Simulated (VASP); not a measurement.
A run of VASP 6.6.1 is set up as follows.

Contents of INCAR:

```
SYSTEM = CdS
  PREC = Accurate
  ENCUT = 520
  EDIFF = 1E-6
  ISMEAR = -1
  SIGMA = 0.01
  LREAL = .False.
  LASPH = .True.
  NELM = 80
  ALGO = Normal
  ISIF = 2
  LWAVE = .False.
  LCHARG = .False.
  GGA = PE
  NBANDS = 16
```

Contents of KPOINTS:

```
Automatic mesh
0
Gamma
  8 8 8
  0 0 0
```

The input POSCAR:

```
CdS
1.0
    0.0000000000      2.8813293501      2.9682000000
    2.8813293501      0.0000000000      2.9682000000
    2.8813293501      2.8813293501      0.0000000000
Cd S
1 1
Direct
    0.0000000000      0.0000000000      0.0000000000
    0.7500000000      0.7500000000      0.7500000000
```

Potentials or basis: VASP PAW PBE potentials, release 64 (Cd, S).

Command:

```console
$ cat potpaw_PBE.64/Cd/POTCAR potpaw_PBE.64/S/POTCAR > POTCAR
$ mpirun -np 1 vasp_std > vasp.out
```

Predict the pressure.

3.6 GPa.

Predict the band gap on the k mesh.

1.13 eV, direct.

Stress tensor (GPa, compression positive):
```
3.81 0.00 0.00
0.00 3.81 0.00
0.00 0.00 3.30
```
